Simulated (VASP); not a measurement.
# SiC2 (P-3m1) in VASP: a series of runs

The runs below take SiC2 through single point, relaxation of cell and atoms, with PBE.

Program: VASP 6.6.1. These are calculated values, not measurements. Logs are shortened: lines on timing, memory, paths and dates and some standing lists are left out, and cuts for length are marked.

## 1. The cell of the first run

The structure is trigonal, space group P-3m1 (No. 164). The conventional cell has a = 2.839 Å, b = 2.839 Å, c = 7.632 Å, α = 90.00°, β = 90.00°, γ = 120.00°. Si (site symmetry 3m) has 3 C at 1.87 Å within 2.5 Å. C (site symmetry 3m) has 1 C at 1.49 Å and 3 Si at 1.87 Å within 2.0 Å. C (site symmetry 3m) has 4 C at 1.49 to 1.74 Å within 2.0 Å.

## 2. Single point, PBE

Input file INCAR:

```
ALGO = Normal
EDIFF = 1E-6
ENCUT = 520
GGA = PE
ISIF = 2
ISMEAR = 0
LASPH = True
LCHARG = False
LREAL = False
LWAVE = False
NBANDS = 21
NELM = 100
PREC = Accurate
SIGMA = 0.1
```

Input file KPOINTS:

```
k-points
0
Gamma
  18 18 6
```

Input file POSCAR:

```
SiC2
1.0
    2.8390866744      0.0000000000      0.0000000000
   -1.4195433372      2.4587211836      0.0000000000
    0.0000000000      0.0000000000      7.6317231729
Si C
2 4
Direct
    0.3333333333      0.6666666667      0.3506017305
    0.6666666667      0.3333333333      0.6493982695
    0.3333333333      0.6666666667      0.7664076088
    0.3333333333      0.6666666667      0.9618924330
    0.6666666667      0.3333333333      0.0381075670
    0.6666666667      0.3333333333      0.2335923912
```

Potentials or basis: VASP PAW PBE potentials, release 64 (Si, C).

On the command line:

```bash
cat potpaw_PBE.64/Si/POTCAR potpaw_PBE.64/C/POTCAR > POTCAR
mpirun -np 1 vasp_std > vasp.out
```

OUTCAR:

```text
EDIFF = 1E-6
   ENCUT = 520
   GGA = PE
   ISIF = 2
   ISMEAR = 0
   LASPH = True
   LREAL = False
   NELM = 100
   PREC = Accurate

 ion  position               nearest neighbor table
   1  0.333  0.667  0.351-   6 1.87   6 1.87   6 1.87   2 2.81   2 2.81   2 2.81
   2  0.667  0.333  0.649-   3 1.87   3 1.87   3 1.87   1 2.81   1 2.81   1 2.81
   3  0.333  0.667  0.766-   4 1.49   2 1.87   2 1.87   2 1.87
   4  0.333  0.667  0.962-   3 1.49   5 1.74   5 1.74   5 1.74
   5  0.667  0.333  0.038-   6 1.49   4 1.74   4 1.74   4 1.74
   6  0.667  0.333  0.234-   5 1.49   1 1.87   1 1.87   1 1.87

  LATTYP: Found a hexagonal cell.
 ALAT       =     2.8390866744
 C/A-ratio  =     2.6880909420

  Lattice vectors:

 A1 = (   2.8390866744,   0.0000000000,   0.0000000000)
 A2 = (  -1.4195433372,   2.4587211836,   0.0000000000)
 A3 = (   0.0000000000,   0.0000000000,   7.6317231729)

Analysis of symmetry for initial positions (statically):
=====================================================================
 Subroutine PRICEL returns:
 Original cell was already a primitive cell.

 Routine SETGRP: Setting up the symmetry group for a
 hexagonal supercell.

 Subroutine GETGRP returns: Found 12 space group operations
 (whereof 12 operations were pure point group operations)
 out of a pool of 24 trial point group operations.

The static configuration has the point symmetry D_3d.

Analysis of symmetry for dynamics (positions and initial velocities):
=====================================================================
 Subroutine PRICEL returns:
 Original cell was already a primitive cell.

 Routine SETGRP: Setting up the symmetry group for a
 hexagonal supercell.

 Subroutine GETGRP returns: Found 12 space group operations
 (whereof 12 operations were pure point group operations)
 out of a pool of 24 trial point group operations.

The dynamic configuration has the point symmetry D_3d.

 Subroutine INISYM returns: Found 12 space group operations
 (whereof 12 operations are pure point group operations),
 and found     1 'primitive' translations

----------------------------------------------------------------------------------------

                                     Primitive cell

  volume of cell :      53.2734

  direct lattice vectors                    reciprocal lattice vectors
     2.839086674  0.000000000  0.000000000     0.352225950  0.203357747  0.000000000
    -1.419543337  2.458721184  0.000000000     0.000000000  0.406715494  0.000000000
     0.000000000  0.000000000  7.631723173     0.000000000  0.000000000  0.131032006

  length of vectors
     2.839086674  2.839086674  7.631723173     0.406715494  0.406715494  0.131032006

  position of ions in fractional coordinates (direct lattice)
     0.333333333  0.666666667  0.350601731
     0.666666667  0.333333333  0.649398269
     0.333333333  0.666666667  0.766407609
     0.333333333  0.666666667  0.961892433
     0.666666667  0.333333333  0.038107567
     0.666666667  0.333333333  0.233592391

  ion indices of the primitive-cell ions
   primitive index   ion index
                 1           1
                 2           2
                 3           3
                 4           4
                 5           5
                 6           6

----------------------------------------------------------------------------------------

 KPOINTS: k-points

Automatic generation of k-mesh.
 Grid dimensions read from file:
 generate k-points for:   18   18    6

 Generating k-lattice:

  Cartesian coordinates                     Fractional coordinates (reciprocal lattice)
     0.019568108  0.011297653  0.000000000     0.055555556  0.000000000  0.000000000
     0.000000000  0.022595305  0.000000000     0.000000000  0.055555556  0.000000000
     0.000000000  0.000000000  0.021838668     0.000000000  0.000000000  0.166666667

  Length of vectors
     0.022595305  0.022595305  0.021838668

  Shift w.r.t. Gamma in fractional coordinates (k-lattice)
     0.000000000  0.000000000  0.000000000

 Subroutine IBZKPT returns following result:
 ===========================================

 Found    202 irreducible k-points:

 Following reciprocal coordinates:
            Coordinates               Weight
  0.000000  0.000000  0.000000      1.000000
  0.055556  0.000000  0.000000      6.000000
  0.111111  0.000000  0.000000      6.000000
  0.166667 -0.000000  0.000000      6.000000
  0.222222  0.000000  0.000000      6.000000
  0.277778  0.000000  0.000000      6.000000
[... 16 lines left out ...]
  0.333333  0.111111  0.000000     12.000000
  0.388889  0.111111  0.000000     12.000000
 [... further k-points ...]
   k-points           NKPTS =    202   k-points in BZ     NKDIM =    202   number of bands    NBANDS=     21
   number of dos      NEDOS =    301   number of ions     NIONS =      6
   total plane-waves  NPLWV =  34560
   dimension x,y,z NGX =    24 NGY =   24 NGZ =   60
   dimension x,y,z NGXF=    48 NGYF=   48 NGZF=  120
   ions per type =               2   4
   NGX,Y,Z   is equivalent  to a cutoff of  14.05, 14.05, 13.07 a.u.
   NGXF,Y,Z  is equivalent  to a cutoff of  28.11, 28.11, 26.14 a.u.
 SYSTEM =  unknown system
   PREC   = accura    normal or accurate (medium, high low for compatibility)
   ISTART =      0    job   : 0-new  1-cont  2-samecut
   ICHARG =      2    charge: 1-file 2-atom 10-const
   ISPIN  =      1    spin polarized calculation?
   LNONCOLLINEAR =      F non collinear calculations
   LSORBIT =      F    spin-orbit coupling
   LASPH  =      T    aspherical Exc in radial PAW
   ENCUT  =  520.0 eV  38.22 Ry    6.18 a.u.   5.28  5.28 14.19*2*pi/ulx,y,z
   NELM   =    100;   NELMIN=  2; NELMDL= -5     # of ELM steps
   EDIFF  = 0.1E-05   stopping-criterion for ELM
   LREAL  =      F    real-space projection
   EDIFFG = 0.1E-04   stopping-criterion for IOM
   NSW    =      0    number of steps for IOM
   IBRION =     -1    ionic relax: 0-MD 1-quasi-New 2-CG
   NFREE  =      0    steps in history (QN), initial steepest desc. (CG)
   ISIF   =      2    stress and relaxation
   ISYM   =      2    0-nonsym 1-usesym 2-fastsym
   POTIM  = 0.5000    time-step for ionic-motion
   TEBEG  =    0.0;   TEEND  =   0.0 temperature during run
   PSTRESS=    0.0 pullay stress
   NELECT =      24.0000    total number of electrons
   NUPDOWN=      -1.0000    fix difference up-down
   EMIN   =  10.00;   EMAX   =-10.00  energy-range for DOS
   EFERMI =   0.00;   METHOD = LEGACY
   ISMEAR =     0;   SIGMA  =   0.10  broadening in eV -4-tet -1-fermi 0-gaus
   EFERMI_NEDOS =   21; number of points for ismear=-14 and -15
   IALGO  =     38    algorithm
   IMIX   =      4    mixing-type and parameters
     AMIX     =   0.40;   BMIX     =  1.00
     AMIX_MAG =   1.60;   BMIX_MAG =  1.00
  volume/ion in A,a.u.               =       8.88        59.92
  Fermi-wavevector in a.u.,A,eV,Ry     =   1.254994  2.371595 21.429319  1.575011
  Thomas-Fermi vector in A             =   2.388772
   LORBIT       =      0    0 simple, 1 ext, 2 COOP (PROOUT), +10 PAW based schemes
   GGA     = PE    functional components
   LHFCALC =     F    Hartree Fock is set to
   AEXX    =    0.0000 exact exchange contribution
   IVDW    =     0    specifies the selected vdW correction
   LEPSILON=     F    determine dielectric tensor
   LRPA    =     F    only Hartree local field effects (RPA)
 non-spin polarized calculation
 Gauss-broadening in eV      SIGMA  =   0.10
  energy-cutoff  :      520.00
  volume of cell :       53.27
 maximum number of plane-waves:      1464
 NGX is ok and might be reduce to    24
   NGX = 11   NGY = 11   NGZ = 29

 number of electron      23.9999999 magnetization

 Free energy of the ion-electron system (eV)
  ---------------------------------------------------
  ext. energy  EPLUGINS =         0.00000000
  ---------------------------------------------------
  free energy    TOTEN  =       -43.83448150 eV

  energy without entropy =      -43.82981164  energy(sigma->0) =      -43.83214657

 E-fermi :   8.9309     XC(G=0): -11.8602

 val. band max:        8.9270757705   @ k =   0.0000   0.2778   0.3333
 cond. band min:       8.9648884087   @ k =   0.3333   0.2778   0.3333
 fundamental gap:      0.0378126382
 Fermi energy:         8.9309160040

 k-point     1 :       0.0000    0.0000    0.0000
  band No.  band energies     occupation
      1      -9.2995      2.00000
      2      -6.9179      2.00000
      3      -5.5789      2.00000
      4      -0.5876      2.00000
      5       0.9873      2.00000
      6       6.0827      2.00000
[... 13 lines left out ...]
     20      17.7033      0.00000
     21      17.7280      0.00000

 k-point     2 :       0.0556    0.0000    0.0000
  band No.  band energies     occupation
      1      -9.2417      2.00000
      2      -6.8608      2.00000
      3      -5.5142      2.00000
      4      -0.5482      2.00000
      5       1.0367      2.00000
      6       5.7623      2.00000
[... 13 lines left out ...]
     20      17.5096      0.00000
     21      17.8442      0.00000

 k-point     3 :       0.1111    0.0000    0.0000
  band No.  band energies     occupation
      1      -9.0691      2.00000
      2      -6.6908      2.00000
      3      -5.3209      2.00000
      4      -0.4359      2.00000
      5       1.1805      2.00000
      6       4.9524      2.00000
[... 13 lines left out ...]
     20      17.3993      0.00000
     21      18.1224      0.00000

 k-point     4 :       0.1667   -0.0000    0.0000
  band No.  band energies     occupation
      1      -8.7839      2.00000
      2      -6.4127      2.00000
      3      -5.0008      2.00000
      4      -0.2735      2.00000
      5       1.4014      2.00000
      6       3.9196      2.00000
[... 13 lines left out ...]
     20      17.2255      0.00000
     21      18.6160      0.00000

 k-point     5 :       0.2222    0.0000    0.0000
  band No.  band energies     occupation
      1      -8.3909      2.00000
      2      -6.0362      2.00000
      3      -4.5575      2.00000
      4      -0.1236      2.00000
      5       1.6459      2.00000
      6       2.8916      2.00000
[... 13 lines left out ...]
     20      16.9508      0.00000
     21      19.1999      0.00000

 k-point     6 :       0.2778    0.0000    0.0000
  band No.  band energies     occupation
      1      -7.8985      2.00000
      2      -5.5810      2.00000
      3      -3.9980      2.00000
      4      -0.1551      2.00000
      5       1.6837      2.00000
      6       2.2239      2.00000
[... 13 lines left out ...]
     20      16.6372      0.00000
     21      19.3992      0.00000

 k-point     7 :       0.3333   -0.0000    0.0000
  band No.  band energies     occupation
      1      -7.3223      2.00000
      2      -5.0891      2.00000
      3      -3.3361      2.00000
      4      -0.5894      2.00000
      5       1.3359      2.00000
      6       2.0713      2.00000
[... 13 lines left out ...]
     20      16.6069      0.00000
     21      19.3914      0.00000
[... 291 lines left out ...]
      1      -8.2245      2.00000
      2      -5.8793      2.00000
      3      -4.3691      2.00000
      4      -0.0786      2.00000
      5       1.7354      2.00000
      6       2.7966      2.00000
[... 13 lines left out ...]
     20      17.9298      0.00000
     21      18.5259      0.00000

 k-point    21 :       0.2222    0.1111    0.0000
  band No.  band energies     occupation
      1      -7.7361      2.00000
      2      -5.4347      2.00000
      3      -3.8132      2.00000
      4      -0.1532      2.00000
      5       1.7531      2.00000
      6       2.2464      2.00000
[... 13 lines left out ...]
     20      17.4856      0.00000
     21      19.2207      0.00000

 k-point    22 :       0.2778    0.1111    0.0000
  band No.  band energies     occupation
      1      -7.1653      2.00000
      2      -4.9599      2.00000
      3      -3.1565      2.00000
      4      -0.5724      2.00000
      5       1.3969      2.00000
      6       2.1135      2.00000
[... 13 lines left out ...]
     20      17.1187      0.00000
     21      19.5042      0.00000

 k-point    23 :       0.3333    0.1111    0.0000
  band No.  band energies     occupation
      1      -6.5444      2.00000
      2      -4.5550      2.00000
      3      -2.4350      2.00000
      4      -1.1321      2.00000
      5       0.8713      2.00000
      6       1.8763      2.00000
[... 13 lines left out ...]
     20      16.9843      0.00000
     21      19.2229      0.00000

 k-point    24 :       0.3889    0.1111    0.0000
  band No.  band energies     occupation
      1      -5.9577      2.00000
      2      -4.3907      2.00000
      3      -1.7673      2.00000
      4      -1.4545      2.00000
      5       0.3797      2.00000
      6       1.1600      2.00000
[... 13 lines left out ...]
     20      17.1089      0.00000
     21      18.7957      0.00000

 [... further k-points ...]

------------------------ aborting loop because EDIFF is reached ----------------------------------------

  FORCE on cell =-STRESS in cart. coord.  units (eV):
  Direction    XX          YY          ZZ          XY          YZ          ZX
  --------------------------------------------------------------------------------------
  -------------------------------------------------------------------------------------
  Total        0.0306183      0.0306183      0.0398989      0.0000000      0.0000000      0.0000000
  in kB        0.9208320      0.9208320      1.1999431      0.0000000      0.0000000      0.0000000
  external PRESSURE =       1.0138691 kB  Pullay stress =       0.0000000 kB

 VOLUME and BASIS-vectors are now :
 -----------------------------------------------------------------------------
  energy-cutoff  :      520.00
  volume of cell :       53.27
      direct lattice vectors                 reciprocal lattice vectors
     2.839086674  0.000000000  0.000000000     0.352225950  0.203357747  0.000000000
    -1.419543337  2.458721184  0.000000000     0.000000000  0.406715494  0.000000000
     0.000000000  0.000000000  7.631723173     0.000000000  0.000000000  0.131032006

 POSITION                                       TOTAL-FORCE (eV/Angst)
 -----------------------------------------------------------------------------------
     -0.00000      1.63915      2.67570        -0.000000      0.000000      0.003707
      1.41954      0.81957      4.95603        -0.000000     -0.000000     -0.003707
     -0.00000      1.63915      5.84901         0.000000      0.000000     -0.033928
     -0.00000      1.63915      7.34090         0.000000     -0.000000      0.023239
      1.41954      0.81957      0.29083        -0.000000      0.000000     -0.023239
      1.41954      0.81957      1.78271         0.000000      0.000000      0.033928
 -----------------------------------------------------------------------------------
    total drift:                                0.000000     -0.000000     -0.000000

  FREE ENERGIE OF THE ION-ELECTRON SYSTEM (eV)
  ---------------------------------------------------
  free  energy   TOTEN  =       -43.8344815048 eV

  energy  without entropy=      -43.8298116448  energy(sigma->0) =      -43.83214657
```

Run time: 76 s. Hardware: 1 thread of Intel Xeon 6975P-C (Granite Rapids), shared host; peak memory 0.29 GiB.

What came out:

```yaml
Free_energy: -43.8345 eV
Pressure: 0.1 GPa
Largest_force: 0.034 eV/Å
Band_gap_on_the_k_mesh: zero (bands 12 and 13 overlap by 2.44 eV)
```

Forces on the atoms (eV/Å):
```
Si   0.000  0.000  0.004
Si   0.000  0.000 -0.004
C    0.000  0.000 -0.034
C    0.000  0.000  0.023
C    0.000  0.000 -0.023
C    0.000  0.000  0.034
```

## 3. Relaxation of cell and atoms, PBE

This run uses another cell than the first one, of 8.91 Å³/atom.

Input file INCAR:

```
SYSTEM = SiC2
PREC = Accurate
ENCUT = 600
EDIFF = 1E-7
ISMEAR = 0
SIGMA = 0.1
LREAL = .FALSE.
LASPH = .TRUE.
NELM = 80
ALGO = Normal
ISIF = 3
LWAVE = .FALSE.
LCHARG = .FALSE.
GGA = PE
IBRION = 2
NSW = 100
EDIFFG = -0.01
```

Input file KPOINTS:

```
regular mesh
0
G
  18 18 6
  0 0 0
```

Input file POSCAR:

```
SiC2
1.0
    2.8443649287      0.0000000000      0.0000000000
   -1.4221824644      2.4632922859      0.0000000000
    0.0000000000      0.0000000000      7.6301800970
Si C
2 4
Direct
    0.3333333333      0.6666666667      0.3493168699
    0.6666666667      0.3333333333      0.6506831301
    0.3333333333      0.6666666667      0.7661553050
    0.3333333333      0.6666666667      0.9619863810
    0.6666666667      0.3333333333      0.0380136190
    0.6666666667      0.3333333333      0.2338446950
```

Potentials or basis: VASP PAW PBE potentials, release 64 (Si, C).

On the command line:

```bash
cat potpaw_PBE.64/Si/POTCAR potpaw_PBE.64/C/POTCAR > POTCAR
mpirun -np 1 vasp_std > vasp.out
```

Wall time 4.2 min (1 thread of Intel Xeon 6975P-C (Granite Rapids), shared host); peak memory 0.31 GiB.

Results (log left out):

```yaml
Free_energy: -43.8398 eV
Relaxed_volume: 8.87 Å³/atom
Relaxed_cell: a = 2.839 Å, b = 2.839 Å, c = 7.628 Å, α = 90.00°, β = 90.00°, γ = 120.00°
Space_group_after_relaxing_to_0.1_Å: P-3m1 (No. 164)
Energy_gained_by_relaxing: 0.3 meV/atom
Ionic_steps: 8
Pressure_after_relaxing: 0.0 GPa
Largest_force_after_relaxing: 0.006 eV/Å
Band_gap_on_the_k_mesh: zero (bands 12 and 13 overlap by 2.44 eV)
```

Forces in eV/Å, atoms in the order of the input:
```
Si   0.000  0.000 -0.003
Si   0.000  0.000  0.003
C    0.000  0.000  0.000
C    0.000  0.000  0.006
C    0.000  0.000 -0.006
C    0.000  0.000  0.000
```

The path:
```tsv
step	energy change (eV)	largest force (eV/Å)	pressure (GPa)	volume (Å³)
1	0.0000	0.1404	-0.15	53.46
2	-0.0014	0.0377	-0.54	53.40
3	-0.0014	0.0342	-0.51	53.40
4	-0.0016	0.0710	0.40	53.16
5	-0.0017	0.0410	0.03	53.26
6	-0.0018	0.0210	0.09	53.22
7	-0.0018	0.0206	0.09	53.22
8	-0.0019	0.0059	-0.03	53.24
```

Final structure:
```yaml
crystal:
  lattice:
    - [2.83893, 0.00000, 0.00000]
    - [-1.41946, 2.45858, 0.00000]
    - [0.00000, 0.00000, 7.62840]
  atoms:
    - { symbol: Si, position: [0.33333, 0.66667, 0.35075] }
    - { symbol: Si, position: [0.66667, 0.33333, 0.64925] }
    - { symbol: C, position: [0.33333, 0.66667, 0.76624] }
    - { symbol: C, position: [0.33333, 0.66667, 0.96191] }
    - { symbol: C, position: [0.66667, 0.33333, 0.03809] }
    - { symbol: C, position: [0.66667, 0.33333, 0.23376] }
```

Levels at points of the mesh, in eV from the Fermi level:
```
           k point  band 9  band 10  band 11  band 12  band 13  band 14  band 15  band 16
(0.00, 0.00, 0.00)   -0.33    -0.33     1.25     1.25     3.04     3.95     5.45     5.45
(0.50, 0.00, 0.00)   -5.00    -2.06    -2.00    -1.38    -0.93     3.06     4.70     4.96
(0.00, 0.00, 0.50)   -0.39    -0.39     1.35     1.35     3.76     3.77     5.32     5.32
(0.50, 0.00, 0.50)   -5.04    -2.25    -1.17    -0.92    -0.65     3.21     4.24     4.44
```
